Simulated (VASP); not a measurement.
A run of VASP 6.6.1:

POSCAR

```
ZnO
1.0
    3.2493080000      0.0000000000      0.0000000000
   -1.6246540000      2.8139832727      0.0000000000
    0.0000000000      0.0000000000      5.2057090000
Zn O
2 2
Direct
    0.6666666667      0.3333333333      0.0000000000
    0.3333333333      0.6666666667      0.5000000000
    0.3333333333      0.6666666667      0.8790100000
    0.6666666667      0.3333333333      0.3790100000
```

INCAR.step1

```
  PREC = Accurate
  ENCUT = 1480
  ISMEAR = -1
  SIGMA = 0.05
  LREAL = False
  LASPH = True
  NELM = 120
  NBANDS = 26
  GGA = PE
  ALGO = Normal
  EDIFF = 1E-5
  LWAVE = True
  LCHARG = False
  GGA_COMPAT = False
```

Contents of INCAR.step2:

```
  PREC = Accurate
  ENCUT = 1480
  EDIFF = 1E-6
  ISMEAR = -1
  SIGMA = 0.05
  LREAL = False
  LASPH = True
  NELM = 120
  ALGO = Normal
  ISIF = 2
  LWAVE = False
  LCHARG = True
  METAGGA = R2SCAN
  LMIXTAU = True
  LELF = True
  LVHAR = True
  NBANDS = 26
  ISTART = 1
  GGA_COMPAT = False
```

File KPOINTS:

```
Automatic mesh
0
Gamma
  5 5 3
```

Potentials or basis: VASP PAW PBE potentials, release 64 (Zn, O_h).

Run with:

```sh
$ cat potpaw_PBE.64/Zn/POTCAR potpaw_PBE.64/O_h/POTCAR > POTCAR
$ cp INCAR.step1 INCAR
$ mpirun -np 1 vasp_std > vasp.out
$ cp INCAR.step2 INCAR
$ mpirun -np 1 vasp_std > vasp.out
```

Hardware: 1 thread of Intel(R) Xeon(R) 6975P-C (Granite Rapids) (shared host).

How long does it take, and how much memory?

Run time: 2.2 min on 1 thread of Intel(R) Xeon(R) 6975P-C (Granite Rapids), on a shared host, peak memory 0.41 GiB. Counts: k points 10.
